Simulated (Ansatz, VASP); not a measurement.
One calculation of AlN, two programs

Contents of POSCAR:

```
AlN
1.0
    0.0000000000      2.1839935596      2.1839935596
    2.1839935596      0.0000000000      2.1839935596
    2.1839935596      2.1839935596      0.0000000000
Al N
1 1
Direct
    0.0971303388      0.0000000000      0.0000000000
    0.7500000000      0.7500000000      0.7500000000
```

Contents of INCAR.step1:

```
SYSTEM = AlN
  PREC = Accurate
  ENCUT = 520
  ISMEAR = 0
  SIGMA = 0.05
  LREAL = .False.
  LASPH = .True.
  NELM = 80
  NBANDS = 11
  GGA = PE
  ALGO = Normal
  EDIFF = 1E-4
  LWAVE = .True.
  LCHARG = .False.
```

File INCAR.step2:

```
SYSTEM = AlN
  PREC = Accurate
  ENCUT = 520
  EDIFF = 1E-6
  ISMEAR = 0
  SIGMA = 0.05
  LREAL = .False.
  LASPH = .True.
  NELM = 80
  ALGO = Normal
  ISIF = 2
  LWAVE = .False.
  LCHARG = .False.
  METAGGA = R2SCAN
  LMIXTAU = .True.
  NBANDS = 11
  ISTART = 1
```

The input KPOINTS:

```
regular mesh
0
Gamma
  10 10 10
  0 0 0
```

Input for Ansatz:

```yaml
crystal:
  lattice:
    - [0.0, 2.1839935596, 2.1839935596]
    - [2.1839935596, 0.0, 2.1839935596]
    - [2.1839935596, 2.1839935596, 0.0]
  atoms:
    - { symbol: Al, position: [0.0971303388, 0.0, 0.0] }
    - { symbol: "N", position: [0.75, 0.75, 0.75] }
basis:
  ecutwfc: 500
kpoints:
  mp_grid: { grid: [10, 10, 10] }
hamiltonian:
  xc: r2scan
scf:
  occupations: { method: gaussian, width: 0.05 }
output:
  forces: true
  stress: true
  eigenvalues: true
```

Change from the starting cell: all Al atoms moved -0.300 Å, as atom 1 towards its neighbour atom 1 (Al) at 3.089 Å.

Alike in both runs: task single point; functional r2SCAN; k mesh 10 × 10 × 10; occupations gaussian, width 0.05 eV; no spin polarisation.

```csv
,VASP,Ansatz
version,VASP 6.6.1,Ansatz 0.2.0
potentials or method,"VASP PAW PBE potentials, release 64 (Al, N), cutoff 520 eV","scalar-relativistic, plane waves, PAW"
valence electrons in the cell,8,8
```

|  | VASP | Ansatz | Ansatz less VASP |
| --- | --- | --- | --- |
| gap on the k mesh at the Fermi level (eV) | 3.17 | 3.18 | +0.008 |
| least direct gap on the mesh (eV) | 4.00 | 3.97 | -0.031 |
| pressure (GPa) | 12.1 | 12.2 | +0.07 |
| traceless stress, the component that is largest in VASP (GPa) | -18.63 | -18.18 | +0.453 |
| rms of the force components (eV/Å) | 3.487 | 3.431 | -0.0562 |

VASP's potentials were made for PBE, not for r2SCAN. Atom by atom the forces differ by 0.056 eV/Å (rms over components). The functional is the same, so the differences come from potentials, cutoffs and numerics.
